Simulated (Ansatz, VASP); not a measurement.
# One calculation of W, two programs

The input POSCAR:

```
W
1.0
   -1.6571987500      1.5374012500      1.5973000000
    1.6571987500     -1.5374012500      1.5973000000
    1.6571987500      1.5374012500     -1.5973000000
W
1
Direct
    0.0000000000      0.0000000000      0.0000000000
```

File INCAR.step1:

```
ALGO = Normal
EDIFF = 1E-4
ENCUT = 520
GGA = PE
ISMEAR = 0
LASPH = True
LCHARG = False
LREAL = False
LWAVE = True
NBANDS = 13
NELM = 60
PREC = Accurate
SIGMA = 0.15
```

Contents of INCAR.step2:

```
ALGO = Normal
EDIFF = 1E-6
ENCUT = 520
ISIF = 2
ISMEAR = 0
ISTART = 1
LASPH = True
LCHARG = True
LELF = True
LMIXTAU = True
LREAL = False
LVHAR = True
LWAVE = False
METAGGA = R2SCAN
NBANDS = 13
NELM = 60
PREC = Accurate
SIGMA = 0.15
```

Contents of KPOINTS:

```
k-points
0
Gamma
  20 20 20
```

Input for Ansatz:

```yaml
crystal:
  lattice:
    - [-1.65719875, 1.53740125, 1.5973]
    - [1.65719875, -1.53740125, 1.5973]
    - [1.65719875, 1.53740125, -1.5973]
  atoms:
    - { symbol: W, position: [0.0, 0.0, 0.0] }
basis:
  ecutwfc: 500
kpoints:
  mp_grid: { grid: [20, 20, 20] }
hamiltonian:
  xc: r2scan
scf:
  occupations: { method: gaussian, width: 0.15 }
output:
  forces: true
  stress: true
  eigenvalues: true
```

Change from the starting cell: strain +0.0375 x Voigt [1, -1, 0, 0, 0, 0], atoms carried along.

Alike in both runs: task single point; functional r2SCAN; k mesh 20 × 20 × 20; occupations gaussian, width 0.15 eV; no spin polarisation.

|  | VASP | Ansatz |
| --- | --- | --- |
| version | VASP 6.6.1 | Ansatz 0.2.0 |
| potentials or method | VASP PAW PBE potentials, release 64 (W_sv), cutoff 520 eV | scalar-relativistic, plane waves, PAW |
| valence electrons in the cell | 14 | 14 |

```tsv
	VASP	Ansatz	Ansatz less VASP
gap on the k mesh at the Fermi level (eV)	none	none	-
pressure (GPa)	-5.2	-6.3	-1.10
traceless stress, the component that is largest in VASP (GPa)	12.80	12.83	+0.032
```

VASP's potentials were made for PBE, not for r2SCAN. A gap of «none» marks a metal or a gap that the smearing closes.

Neither program's run includes spin-orbit coupling.
